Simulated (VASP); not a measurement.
# Sb2PtN4 (I4/mmm) in VASP: single point with r2SCAN+rVV10

Aim: the single point of Sb2PtN4 with r2SCAN+rVV10.

All numbers are computed with VASP 6.6.1; they aren't measurements. Logs are shortened: lines on timing, memory, paths and dates and some standing lists are left out, and cuts for length are marked.

## Step 1: The cell of the first run

It takes space group I4/mmm (No. 139, tetragonal). Conventional cell: a = 3.924 Å, b = 3.924 Å, c = 11.648 Å, α = 90.00°, β = 90.00°, γ = 90.00°. Within 2.8 Å of Sb (site symmetry 4mm) lie 9 N at 2.03 to 2.79 Å. Pt (site symmetry 4/mmm) has 6 N at 1.96 to 2.05 Å within 2.6 Å. Within 2.9 Å of N (site symmetry mmm) lie 2 Pt at 1.96 Å and 4 Sb at 2.63 Å and 8 N at 2.77 to 2.83 Å. Within 2.9 Å of N (site symmetry 4mm) lie 5 Sb at 2.03 to 2.79 Å and 1 Pt at 2.05 Å and 4 N at 2.83 Å.

## Step 2: Single point, r2SCAN+rVV10

The input, POSCAR:

```
Sb2PtN4
1.0
   -1.9621589036      1.9621589036      5.8240687578
    1.9621589036     -1.9621589036      5.8240687578
    1.9621589036      1.9621589036     -5.8240687578
Sb Pt N
2 1 4
Direct
    0.6499121782      0.6499121782      0.0000000000
    0.3500878218      0.3500878218      0.0000000000
    0.0000000000      0.0000000000      0.0000000000
    0.0000000000      0.5000000000      0.5000000000
    0.5000000000      0.0000000000      0.5000000000
    0.8243593283      0.8243593283      0.0000000000
    0.1756406717      0.1756406717      0.0000000000
```

The input, INCAR.step1:

```
SYSTEM = Sb2PtN4
  ALGO = Normal
  EDIFF = 1E-4
  ENCUT = 520
  GGA = PE
  ISMEAR = -1
  LASPH = .True.
  LCHARG = .False.
  LREAL = .False.
  LWAVE = .True.
  NBANDS = 29
  NELM = 80
  PREC = Accurate
  SIGMA = 0.03
```

The input, INCAR.step2:

```
SYSTEM = Sb2PtN4
  ALGO = Normal
  BPARAM = 11.95
  CPARAM = 0.0093
  EDIFF = 1E-6
  ENCUT = 520
  ISIF = 2
  ISMEAR = -1
  ISTART = 1
  IVDW_NL = 2
  LASPH = .True.
  LCHARG = .False.
  LMIXTAU = .True.
  LREAL = .False.
  LUSE_VDW = .True.
  LWAVE = .False.
  METAGGA = R2SCAN
  NBANDS = 29
  NELM = 80
  PREC = Accurate
  SIGMA = 0.03
```

The input, KPOINTS:

```
k-points
0
Gamma
  8 8 8
  0 0 0
```

Potentials or basis: VASP PAW PBE potentials, release 64 (Sb, Pt, N).

Launch:

```sh
cat potpaw_PBE.64/Sb/POTCAR potpaw_PBE.64/Pt/POTCAR potpaw_PBE.64/N/POTCAR > POTCAR
cp INCAR.step1 INCAR
mpirun -np 1 vasp_std > vasp.out
cp INCAR.step2 INCAR
mpirun -np 1 vasp_std > vasp.out
```

OUTCAR:

```text
SYSTEM = Sb2PtN4
   BPARAM = 11.95
   EDIFF = 1E-6
   ENCUT = 520
   ISIF = 2
   ISMEAR = -1
   ISTART = 1
   IVDW_NL = 2
   LASPH = .True.
   LREAL = .False.
   METAGGA = R2SCAN
   NELM = 80
   PREC = Accurate

 ion  position               nearest neighbor table
   1  0.650  0.650  0.000-   6 2.03   5 2.63   4 2.63   5 2.63   4 2.63   3 3.28   3 3.28   3 3.28
                             3 3.28   2 3.49   2 3.62   2 3.62   2 3.62   2 3.62
   2  0.350  0.350  0.000-   7 2.03   5 2.63   4 2.63   4 2.63   5 2.63   3 3.28   3 3.28   3 3.28
                             3 3.28   1 3.49   1 3.62   1 3.62   1 3.62   1 3.62
   3  0.000  0.000  0.000-   4 1.96   5 1.96   4 1.96   5 1.96   6 2.05   7 2.05   1 3.28   1 3.28
                             2 3.28   2 3.28   1 3.28   2 3.28   1 3.28   2 3.28
   4  0.000  0.500  0.500-   3 1.96   3 1.96   1 2.63   1 2.63   2 2.63   2 2.63
   5  0.500  0.000  0.500-   3 1.96   3 1.96   1 2.63   1 2.63   2 2.63   2 2.63
   6  0.824  0.824  0.000-   1 2.03   3 2.05
   7  0.176  0.176  0.000-   2 2.03   3 2.05

  LATTYP: Found a body centered tetragonal cell.
 ALAT       =     3.9243178072
 C/A-ratio  =     2.9681942411

  Lattice vectors:

 A1 = (  -1.9621589036,   1.9621589036,   5.8240687578)
 A2 = (   1.9621589036,  -1.9621589036,   5.8240687578)
 A3 = (   1.9621589036,   1.9621589036,  -5.8240687578)

Analysis of symmetry for initial positions (statically):
=====================================================================
 Subroutine PRICEL returns:
 Original cell was already a primitive cell.

 Routine SETGRP: Setting up the symmetry group for a
 body centered tetragonal supercell.

 Subroutine GETGRP returns: Found 16 space group operations
 (whereof 16 operations were pure point group operations)
 out of a pool of 16 trial point group operations.

The static configuration has the point symmetry D_4h.

Analysis of symmetry for dynamics (positions and initial velocities):
=====================================================================
 Subroutine PRICEL returns:
 Original cell was already a primitive cell.

 Routine SETGRP: Setting up the symmetry group for a
 body centered tetragonal supercell.

 Subroutine GETGRP returns: Found 16 space group operations
 (whereof 16 operations were pure point group operations)
 out of a pool of 16 trial point group operations.

The dynamic configuration has the point symmetry D_4h.

 Subroutine INISYM returns: Found 16 space group operations
 (whereof 16 operations are pure point group operations),
 and found     1 'primitive' translations

----------------------------------------------------------------------------------------

                                     Primitive cell

  volume of cell :      89.6922

  direct lattice vectors                    reciprocal lattice vectors
    -1.962158904  1.962158904  5.824068758     0.000000000  0.254821360  0.085850635
     1.962158904 -1.962158904  5.824068758     0.254821360  0.000000000  0.085850635
     1.962158904  1.962158904 -5.824068758     0.254821360  0.254821360  0.000000000

  length of vectors
     6.451349628  6.451349628  6.451349628     0.268894509  0.268894509  0.360371823

  position of ions in fractional coordinates (direct lattice)
     0.649912178  0.649912178  0.000000000
     0.350087822  0.350087822  0.000000000
     0.000000000  0.000000000  0.000000000
     0.000000000  0.500000000  0.500000000
     0.500000000  0.000000000  0.500000000
     0.824359328  0.824359328  0.000000000
     0.175640672  0.175640672  0.000000000

  ion indices of the primitive-cell ions
   primitive index   ion index
                 1           1
                 2           2
                 3           3
                 4           4
                 5           5
                 6           6
                 7           7

----------------------------------------------------------------------------------------

 KPOINTS: k-points

Automatic generation of k-mesh.
 Grid dimensions read from file:
 generate k-points for:    8    8    8

 Generating k-lattice:

  Cartesian coordinates                     Fractional coordinates (reciprocal lattice)
     0.000000000  0.031852670  0.010731329     0.125000000 -0.000000000  0.000000000
     0.031852670  0.000000000  0.010731329    -0.000000000  0.125000000  0.000000000
     0.031852670  0.031852670  0.000000000     0.000000000  0.000000000  0.125000000

  Length of vectors
     0.033611814  0.033611814  0.045046478

  Shift w.r.t. Gamma in fractional coordinates (k-lattice)
     0.000000000  0.000000000  0.000000000

 Subroutine IBZKPT returns following result:
 ===========================================

 Found     59 irreducible k-points:

 Following reciprocal coordinates:
            Coordinates               Weight
  0.000000  0.000000  0.000000      1.000000
  0.125000  0.000000  0.000000      8.000000
  0.250000  0.000000  0.000000      8.000000
  0.375000  0.000000  0.000000      8.000000
  0.500000  0.000000  0.000000      4.000000
  0.125000  0.125000  0.000000      8.000000
[... 16 lines left out ...]
  0.250000  0.125000  0.125000     16.000000
  0.375000  0.125000  0.125000      8.000000
 [... further k-points ...]
   k-points           NKPTS =     59   k-points in BZ     NKDIM =     59   number of bands    NBANDS=     29
   number of dos      NEDOS =    301   number of ions     NIONS =      7
   total plane-waves  NPLWV = 110592
   dimension x,y,z NGX =    48 NGY =   48 NGZ =   48
   dimension x,y,z NGXF=    96 NGYF=   96 NGZF=   96
   ions per type =               2   1   4
   NGX,Y,Z   is equivalent  to a cutoff of  12.37, 12.37, 12.37 a.u.
   NGXF,Y,Z  is equivalent  to a cutoff of  24.74, 24.74, 24.74 a.u.
 SYSTEM =  Sb2PtN4
   PREC   = accura    normal or accurate (medium, high low for compatibility)
   ISTART =      1    job   : 0-new  1-cont  2-samecut
   ICHARG =      0    charge: 1-file 2-atom 10-const
   ISPIN  =      1    spin polarized calculation?
   LNONCOLLINEAR =      F non collinear calculations
   LSORBIT =      F    spin-orbit coupling
   LASPH  =      T    aspherical Exc in radial PAW
   ENCUT  =  520.0 eV  38.22 Ry    6.18 a.u.  12.00 12.00 12.00*2*pi/ulx,y,z
   NELM   =     80;   NELMIN=  2; NELMDL=  0     # of ELM steps
   EDIFF  = 0.1E-05   stopping-criterion for ELM
   LREAL  =      F    real-space projection
   EDIFFG = 0.1E-04   stopping-criterion for IOM
   NSW    =      0    number of steps for IOM
   IBRION =     -1    ionic relax: 0-MD 1-quasi-New 2-CG
   NFREE  =      0    steps in history (QN), initial steepest desc. (CG)
   ISIF   =      2    stress and relaxation
   ISYM   =      2    0-nonsym 1-usesym 2-fastsym
   POTIM  = 0.5000    time-step for ionic-motion
   TEBEG  =    0.0;   TEEND  =   0.0 temperature during run
   PSTRESS=    0.0 pullay stress
   NELECT =      40.0000    total number of electrons
   NUPDOWN=      -1.0000    fix difference up-down
   EMIN   =  10.00;   EMAX   =-10.00  energy-range for DOS
   EFERMI =   0.00;   METHOD = LEGACY
   ISMEAR =    -1;   SIGMA  =   0.03  broadening in eV -4-tet -1-fermi 0-gaus
   EFERMI_NEDOS =   21; number of points for ismear=-14 and -15
   IALGO  =     38    algorithm
   IMIX   =      4    mixing-type and parameters
     AMIX     =   0.40;   BMIX     =  1.00
     AMIX_MAG =   1.60;   BMIX_MAG =  1.00
  volume/ion in A,a.u.               =      12.81        86.47
  Fermi-wavevector in a.u.,A,eV,Ry     =   1.250767  2.363608 21.285214  1.564419
  Thomas-Fermi vector in A             =   2.384746
   LORBIT       =      0    0 simple, 1 ext, 2 COOP (PROOUT), +10 PAW based schemes
   METAGGA = R2SCAN    functional components
   LHFCALC =     F    Hartree Fock is set to
   AEXX    =    0.0000 exact exchange contribution
   IVDW_NL    =     2    kernel type
   BPARAM     =11.9500
   IVDW    =     0    specifies the selected vdW correction
   LEPSILON=     F    determine dielectric tensor
   LRPA    =     F    only Hartree local field effects (RPA)
 non-spin polarized calculation
  energy-cutoff  :      520.00
  volume of cell :       89.69
 maximum number of plane-waves:      2462
   NGX = 23   NGY = 23   NGZ = 23

 number of electron      40.0000000 magnetization

 Free energy of the ion-electron system (eV)
  ---------------------------------------------------
  ext. energy  EPLUGINS =         0.00000000
  ---------------------------------------------------
  free energy    TOTEN  =      -129.54611191 eV

  energy without entropy =     -129.54015215  energy(sigma->0) =     -129.54313203

 E-fermi :   8.7965     XC(G=0): -12.4041

 val. band max:        8.7800719567   @ k =   0.3750   0.0000   0.0000
 cond. band min:       8.8107616155   @ k =  -0.3750   0.3750   0.1250
 fundamental gap:      0.0306896589
 Fermi energy:         8.7965491808

 k-point     1 :       0.0000    0.0000    0.0000
  band No.  band energies     occupation
      1      -9.2552      2.00000
      2      -7.1355      2.00000
      3      -6.9577      2.00000
      4      -5.4872      2.00000
      5      -1.1750      2.00000
      6       0.2533      2.00000
[... 21 lines left out ...]
     28      13.5085      0.00000
     29      15.0125      0.00000

 k-point     2 :       0.1250    0.0000    0.0000
  band No.  band energies     occupation
      1      -9.1156      2.00000
      2      -7.0839      2.00000
      3      -6.9152      2.00000
      4      -5.5411      2.00000
      5      -1.2282      2.00000
      6       0.2018      2.00000
[... 21 lines left out ...]
     28      13.4171      0.00000
     29      15.3315      0.00000

 k-point     3 :       0.2500    0.0000    0.0000
  band No.  band energies     occupation
      1      -8.7278      2.00000
      2      -6.9907      2.00000
      3      -6.7670      2.00000
      4      -5.7291      2.00000
      5      -1.3251      2.00000
      6      -0.0114      2.00000
[... 638 lines left out ...]
      5      -1.0032      2.00000
      6      -0.9143      2.00000
[... 21 lines left out ...]
     28      15.3071      0.00000
     29      16.4864      0.00000

 k-point    24 :       0.3750    0.1250    0.1250
  band No.  band energies     occupation
      1      -7.3316      2.00000
      2      -6.6551      2.00000
      3      -6.4375      2.00000
      4      -6.1229      2.00000
      5      -0.9628      2.00000
      6      -0.9566      2.00000
[... 21 lines left out ...]
     28      15.7240      0.00000
     29      16.6678      0.00000

 [... further k-points ...]

------------------------ aborting loop because EDIFF is reached ----------------------------------------

  FORCE on cell =-STRESS in cart. coord.  units (eV):
  Direction    XX          YY          ZZ          XY          YZ          ZX
  --------------------------------------------------------------------------------------
  -------------------------------------------------------------------------------------
  Total        0.2557289      0.2557289      0.7833854      0.0000000      0.0000000      0.0000000
  in kB        4.5680988      4.5680988     13.9936570      0.0000000      0.0000000      0.0000000
  external PRESSURE =       7.7099515 kB  Pullay stress =       0.0000000 kB

 VOLUME and BASIS-vectors are now :
 -----------------------------------------------------------------------------
  energy-cutoff  :      520.00
  volume of cell :       89.69
      direct lattice vectors                 reciprocal lattice vectors
    -1.962158904  1.962158904  5.824068758     0.000000000  0.254821360  0.085850635
     1.962158904 -1.962158904  5.824068758     0.254821360  0.000000000  0.085850635
     1.962158904  1.962158904 -5.824068758     0.254821360  0.254821360  0.000000000

 POSITION                                       TOTAL-FORCE (eV/Angst)
 -----------------------------------------------------------------------------------
      0.00000      0.00000      7.57027         0.000000      0.000000     -0.139429
      0.00000      0.00000      4.07787         0.000000      0.000000      0.139429
      0.00000      0.00000      0.00000        -0.000000     -0.000000     -0.000000
      1.96216      0.00000      0.00000        -0.000000     -0.000000     -0.000000
      0.00000      1.96216      0.00000        -0.000000     -0.000000     -0.000000
      0.00000      0.00000      9.60225        -0.000000     -0.000000      0.004831
      0.00000      0.00000      2.04589        -0.000000     -0.000000     -0.004831
 -----------------------------------------------------------------------------------
    total drift:                               -0.000000     -0.000000      0.000000

  FREE ENERGIE OF THE ION-ELECTRON SYSTEM (eV)
  ---------------------------------------------------
  free  energy   TOTEN  =      -129.5461119068 eV

  energy  without entropy=     -129.5401521489  energy(sigma->0) =     -129.54313203
```

Run time: 18 min. Hardware: 1 thread of Intel Xeon Platinum 8259CL at 2.50GHz (Skylake/Cascade Lake), shared host; peak memory 0.84 GiB.

Results:

| Property | Result |
| --- | --- |
| Free energy | -129.5461 eV |
| Pressure | 0.8 GPa |
| Largest force | 0.139 eV/Å |
| Band gap on the k mesh | zero (bands 20 and 21 overlap by 1.20 eV) |

Forces in eV/Å, atoms in the order of the input:
```
Sb   0.000  0.000 -0.139
Sb   0.000  0.000  0.139
Pt   0.000  0.000  0.000
N    0.000  0.000  0.000
N    0.000  0.000  0.000
N    0.000  0.000  0.005
N    0.000  0.000 -0.005
```

Caveat: the PAW data sets were made with another functional, which shifts forces and pressure a little; spin-orbit coupling is left out, which moves the levels of the heavy elements.
